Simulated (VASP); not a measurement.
A run of VASP 6.6.1 is set up as follows.

Contents of POSCAR:

```
Sn
1.0
    5.3922189120      0.0000000000      0.0000000000
   -2.6961094560      4.6697985605      0.0000000000
    0.0000000000      0.0000000000      3.2261542319
Sn
3
Direct
    0.0000000000      0.0000000000      0.0000000000
    0.3333333333      0.6666666667      0.5000000000
    0.6666666667      0.3333333333      0.5000000000
```

Contents of INCAR.step1:

```
SYSTEM = Sn
PREC     = Accurate       ! precision mode
ENCUT    = 520            ! plane-wave cutoff, eV
ISMEAR   = 0              ! smearing method
SIGMA    = 0.1            ! smearing width, eV
LREAL    = .False.        ! projectors in reciprocal space
LASPH    = .True.         ! aspherical terms in the spheres
NELM     = 60             ! most SCF steps
NBANDS   = 28             ! bands
GGA      = PE             ! functional
ALGO     = Normal         ! electronic algorithm
EDIFF    = 1E-4           ! SCF threshold, eV
LWAVE    = .True.         ! write WAVECAR
LCHARG   = .False.        ! write CHGCAR
```

INCAR.step2

```
SYSTEM = Sn
PREC     = Accurate       ! precision mode
ENCUT    = 520            ! plane-wave cutoff, eV
EDIFF    = 1E-7           ! SCF threshold, eV
ISMEAR   = 0              ! smearing method
SIGMA    = 0.1            ! smearing width, eV
LREAL    = .False.        ! projectors in reciprocal space
LASPH    = .True.         ! aspherical terms in the spheres
NELM     = 60             ! most SCF steps
ALGO     = Normal         ! electronic algorithm
ISIF     = 2              ! what is computed and relaxed
LWAVE    = .False.        ! write WAVECAR
LCHARG   = .False.        ! write CHGCAR
METAGGA  = R2SCAN         ! meta-GGA
LMIXTAU  = .True.       
NBANDS   = 28             ! bands
ISTART   = 1
```

KPOINTS

```
Automatic mesh
0
Gamma
  12 12 14
  0 0 0
```

Potentials or basis: VASP PAW PBE potentials, release 64 (Sn_d).

Run with:

```bash
$ cat potpaw_PBE.64/Sn_d/POTCAR > POTCAR
$ cp INCAR.step1 INCAR
$ mpirun -np 1 vasp_std > vasp.out
$ cp INCAR.step2 INCAR
$ mpirun -np 1 vasp_std > vasp.out
```

Question: What does it give for the pressure?

Answer: 0.0 GPa.

Question: What does it give for the band gap on the k mesh?

Answer: Zero (band 21 reaches 10.06 eV, above the bottom of band 22 at 5.41 eV).

Caveat: the PAW data sets were made with another functional, which shifts forces and pressure a little; spin-orbit coupling is left out, which moves the levels of the heavy elements.
